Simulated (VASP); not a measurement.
# Mo: single point with PBEsol

The system is Mo.

```xyz
2
Lattice="-1.8975 1.8973 1.3125 1.8973 -1.8975 1.3125 3.1301 3.1301 -1.3129" Properties=species:S:1:pos:R:3 pbc="T T T"
Mo   -1.8973    1.8971    1.3125
Mo    0.6161    2.5138    0.6560
```

```
Program                : VASP 6.6.1
Task                   : single point
Functional             : PBEsol
Potentials or basis    : VASP PAW PBE potentials, release 64 (Mo_sv)
Cutoff                 : 520 eV
k mesh                 : 22 × 22 × 12
Occupations            : fermi-dirac, width 0.1 eV
Spin                   : no spin polarisation
Dipole correction      : no
Further INCAR settings : ALGO = Normal; EDIFF = 1e-07; NBANDS = 21
```

```yaml
Pressure: 0.5 GPa
Band_gap_on_the_k_mesh: zero (bands 14 and 15 overlap by 1.95 eV)
```

Stress tensor (GPa, compression positive):
```
0.55 0.08 0.01
0.08 0.55 0.01
0.01 0.01 0.35
```

Levels at points of the mesh, in eV from the Fermi level:
| k point | band 10 | band 11 | band 12 | band 13 | band 14 | band 15 | band 16 | band 17 | band 18 | band 19 |
| --- | --- | --- | --- | --- | --- | --- | --- | --- | --- | --- |
| (0.00, 0.00, 0.00) | -5.08 | -2.49 | -2.27 | -1.17 | 0.44 | 0.88 | 0.93 | 2.04 | 2.26 | 2.31 |
| (0.50, 0.00, 0.00) | -4.66 | -4.17 | -1.80 | -0.95 | 0.44 | 1.94 | 2.46 | 3.03 | 3.84 | 6.10 |
| (0.50, 0.50, 0.00) | -4.22 | -2.52 | -2.52 | -1.98 | -1.98 | 2.61 | 2.61 | 3.64 | 3.64 | 5.58 |
| (0.00, 0.00, 0.50) | -5.11 | -2.17 | -2.17 | -1.46 | -1.46 | 0.32 | 0.32 | 1.48 | 1.48 | 3.29 |
| (0.50, 0.00, 0.50) | -4.66 | -4.17 | -1.80 | -0.95 | 0.44 | 1.94 | 2.47 | 3.03 | 3.84 | 6.10 |
| (0.50, 0.50, 0.50) | -5.06 | -3.45 | -3.45 | 1.29 | 1.29 | 1.93 | 1.93 | 3.60 | 3.60 | 4.13 |

Wall time 4.8 min on 1 thread of Intel(R) Xeon(R) 6975P-C (Granite Rapids) (shared host), peak memory 0.8 GiB.

Caveat: the PAW data sets were made with another functional, which shifts forces and pressure a little.
